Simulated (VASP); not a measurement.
# GaGe (F-43m) in VASP: notebook, part 2 of 2

VASP 6.6.1.

**3. Single point, PBE+D3(BJ)**

This run uses another cell than the first one, of 25.63 Å³/atom, 1.026 times its volume.

Contents of INCAR:

```
PREC = Accurate ; ENCUT = 520
EDIFF = 1E-7 ; ISMEAR = 1
SIGMA = 0.15 ; LREAL = False
LASPH = True ; NELM = 80
ALGO = Normal ; ISIF = 2
LWAVE = False ; LCHARG = True
GGA = PE ; IVDW = 12
LELF = True ; LVHAR = True
NBANDS = 20
```

Contents of KPOINTS:

```
regular mesh
0
Gamma
  7 7 7
```

Contents of POSCAR:

```
GaGe
1.0
    0.0000000000      2.9484715729      2.9484715729
    2.9484715729      0.0000000000      2.9484715729
    2.9484715729      2.9484715729      0.0000000000
Ga Ge
1 1
Direct
    0.7500000000      0.7500000000      0.7500000000
    0.0000000000      0.0000000000      0.0000000000
```

Potentials or basis: VASP PAW PBE potentials, release 64 (Ga_d, Ge_d).

Launch:

```
> cat potpaw_PBE.64/Ga_d/POTCAR potpaw_PBE.64/Ge_d/POTCAR > POTCAR
> mpirun -np 1 vasp_std > vasp.out
```

OUTCAR:

```text
PREC = Accurate
   ENCUT = 520
   EDIFF = 1E-7
   ISMEAR = 1
   LREAL = False
   LASPH = True
   NELM = 80
   ISIF = 2
   GGA = PE
   IVDW = 12
 IVDW          = 12

 ion  position               nearest neighbor table
   1  0.750  0.750  0.750-   2 2.55   2 2.55   2 2.55   2 2.55
   2  0.000  0.000  0.000-   1 2.55   1 2.55   1 2.55   1 2.55

  LATTYP: Found a face centered cubic cell.
 ALAT       =     5.8969431458

  Lattice vectors:

 A1 = (   0.0000000000,   2.9484715729,   2.9484715729)
 A2 = (   2.9484715729,   0.0000000000,   2.9484715729)
 A3 = (   2.9484715729,   2.9484715729,   0.0000000000)

Analysis of symmetry for initial positions (statically):
=====================================================================
 Subroutine PRICEL returns:
 Original cell was already a primitive cell.

 Routine SETGRP: Setting up the symmetry group for a
 face centered cubic supercell.

 Subroutine GETGRP returns: Found 24 space group operations
 (whereof 24 operations were pure point group operations)
 out of a pool of 48 trial point group operations.

The static configuration has the point symmetry T_d .

Analysis of symmetry for dynamics (positions and initial velocities):
=====================================================================
 Subroutine PRICEL returns:
 Original cell was already a primitive cell.

 Routine SETGRP: Setting up the symmetry group for a
 face centered cubic supercell.

 Subroutine GETGRP returns: Found 24 space group operations
 (whereof 24 operations were pure point group operations)
 out of a pool of 48 trial point group operations.

The dynamic configuration has the point symmetry T_d .

 Subroutine INISYM returns: Found 24 space group operations
 (whereof 24 operations are pure point group operations),
 and found     1 'primitive' translations

----------------------------------------------------------------------------------------

                                     Primitive cell

[... 101 lines left out ...]
   EFERMI_NEDOS =   21; number of points for ismear=-14 and -15
   IALGO  =     38    algorithm
   IMIX   =      4    mixing-type and parameters
     AMIX     =   0.40;   BMIX     =  1.00
     AMIX_MAG =   1.60;   BMIX_MAG =  1.00
  volume/ion in A,a.u.               =      25.63       172.98
  Fermi-wavevector in a.u.,A,eV,Ry     =   1.322074  2.498358 23.781351  1.747880
  Thomas-Fermi vector in A             =   2.451782
   LORBIT       =      0    0 simple, 1 ext, 2 COOP (PROOUT), +10 PAW based schemes
   GGA     = PE    functional components
   LHFCALC =     F    Hartree Fock is set to
   AEXX    =    0.0000 exact exchange contribution
   IVDW    =    12    specifies the selected vdW correction
   LEPSILON=     F    determine dielectric tensor
   LRPA    =     F    only Hartree local field effects (RPA)
 non-spin polarized calculation
 Methfessel and Paxton  Order N= 1 SIGMA  =   0.15
  energy-cutoff  :      520.00
  volume of cell :       51.26
 maximum number of plane-waves:      1411
   NGX = 15   NGY = 15   NGZ = 15

 number of electron      26.9999999 magnetization

 Free energy of the ion-electron system (eV)
  ---------------------------------------------------
  ext. energy  EPLUGINS =         0.00000000
  ---------------------------------------------------
  free energy    TOTEN  =        -7.06679287 eV

  energy without entropy =       -7.06280897  energy(sigma->0) =       -7.06546491

 E-fermi :   2.6589     XC(G=0):  -9.3202

 val. band max:        2.6583698803   @ k =   0.2857   0.1429   0.0000
 cond. band min:       2.7879972092   @ k =  -0.4286   0.1429   0.0000
 fundamental gap:      0.1296273289
 Fermi energy:         2.6589076845

 k-point     1 :       0.0000    0.0000    0.0000
  band No.  band energies     occupation
      1     -21.2685      2.00000
      2     -21.2685      2.00000
      3     -21.2685      2.00000
      4     -21.2521      2.00000
      5     -21.2521      2.00000
      6     -11.6307      2.00000
[... 449 lines left out ...]
     19      13.0217      0.00000
     20      14.3372      0.00000

------------------------ aborting loop because EDIFF is reached ----------------------------------------

 Edisp (eV)   -0.48759

 E8    (eV) :    -0.2242

  FORCE on cell =-STRESS in cart. coord.  units (eV):
  Direction    XX          YY          ZZ          XY          YZ          ZX
  --------------------------------------------------------------------------------------
  -------------------------------------------------------------------------------------
  Total      -1.11997    -1.11997    -1.11997    -0.00000    -0.00000     0.00000
  in kB     -35.00216   -35.00216   -35.00216    -0.00000    -0.00000     0.00000
  external pressure =      -35.00 kB  Pullay stress =        0.00 kB

 VOLUME and BASIS-vectors are now :
 -----------------------------------------------------------------------------
  energy-cutoff  :      520.00
  volume of cell :       51.26
      direct lattice vectors                 reciprocal lattice vectors
     0.000000000  2.948471573  2.948471573    -0.169579386  0.169579386  0.169579386
     2.948471573  0.000000000  2.948471573     0.169579386 -0.169579386  0.169579386
     2.948471573  2.948471573  0.000000000     0.169579386  0.169579386 -0.169579386

 POSITION                                       TOTAL-FORCE (eV/Angst)
 -----------------------------------------------------------------------------------
      4.42271      4.42271      4.42271         0.000000      0.000000      0.000000
      0.00000      0.00000      0.00000        -0.000000     -0.000000     -0.000000
 -----------------------------------------------------------------------------------
    total drift:                                0.000001      0.000001      0.000001

  FREE ENERGIE OF THE ION-ELECTRON SYSTEM (eV)
  ---------------------------------------------------
  free  energy   TOTEN  =        -7.5543779489 eV

  energy  without entropy=       -7.5503940495  energy(sigma->0) =       -7.55304998
```

Run time: 18 s. Hardware: 1 thread of Intel Xeon Platinum 8259CL at 2.50GHz (Skylake/Cascade Lake), shared host; peak memory 0.19 GiB.

Results:

* Free energy: -7.5544 eV
* Pressure: -3.5 GPa
* Dispersion energy per atom: -0.244 eV

Caveat: three body term missing; pairwise dispersion overbinds metals, which lowers pressure and volume.

**4. Single point, PBE+D3(BJ)**

This run uses another cell than the first one, of 26.28 Å³/atom, 1.052 times its volume.

Contents of INCAR:

```
PREC     = Accurate       # precision mode
ENCUT    = 520            # plane-wave cutoff, eV
EDIFF    = 1E-6           # SCF threshold, eV
ISMEAR   = 1              # smearing method
SIGMA    = 0.15           # smearing width, eV
LREAL    = False          # projectors in reciprocal space
LASPH    = True           # aspherical terms in the spheres
NELM     = 80             # most SCF steps
ALGO     = Normal         # electronic algorithm
ISIF     = 2              # what is computed and relaxed
LWAVE    = False          # write WAVECAR
LCHARG   = False          # write CHGCAR
GGA      = PE             # functional
IVDW     = 12             # dispersion correction
NBANDS   = 20             # bands
```

KPOINTS is that of step 3.

Contents of POSCAR:

```
GaGe
1.0
    0.0000000000      2.9731461223      2.9731461223
    2.9731461223      0.0000000000      2.9731461223
    2.9731461223      2.9731461223      0.0000000000
Ga Ge
1 1
Direct
    0.7500000000      0.7500000000      0.7500000000
    0.0000000000      0.0000000000      0.0000000000
```

Launch:

```
> cat potpaw_PBE.64/Ga_d/POTCAR potpaw_PBE.64/Ge_d/POTCAR > POTCAR
> mpirun -np 1 vasp_std > vasp.out
```

It took 16 s on 1 thread of Intel Xeon Platinum 8259CL at 2.50GHz (Skylake/Cascade Lake), shared host; peak memory 0.18 GiB.

The run converged. Its results:

```yaml
Free_energy: -7.5230 eV
Pressure: -4.3 GPa
Dispersion_energy_per_atom: -0.238 eV
```

Levels at points of the mesh, in eV from the Fermi level:
```csv
k point,band 10,band 11,band 12,band 13,band 14,band 15,band 16,band 17,band 18,band 19
"(0.00, 0.00, 0.00)",-14.24,-10.09,1.37,1.58,1.58,1.58,4.24,4.24,4.24,7.40
```

Caveat: three body term missing; pairwise dispersion overbinds metals, which lowers pressure and volume.

**5. Summary**

| cell | gap on the mesh (eV) | pressure (GPa) |
| --- | --- | --- |
| a = 4.134 Å, angles 60.0°, 2 atoms | none | -2.6 |
| a = 4.170 Å, angles 60.0°, 2 atoms | none | -3.5 |
| a = 4.205 Å, angles 60.0°, 2 atoms | none | -4.3 |

Alike in all rows: task single point; level PBE+D3(BJ); potentials or basis VASP PAW PBE potentials, release 64 (Ga_d, Ge_d); no spin polarisation; k mesh 7 × 7 × 7; cutoff (eV) 520; smearing methfessel-paxton 0.15 eV.

Caveats: three body term missing; pairwise dispersion overbinds metals, which lowers pressure and volume.

Total energies depend on the potentials used, so only differences within one code and one set of settings carry meaning.
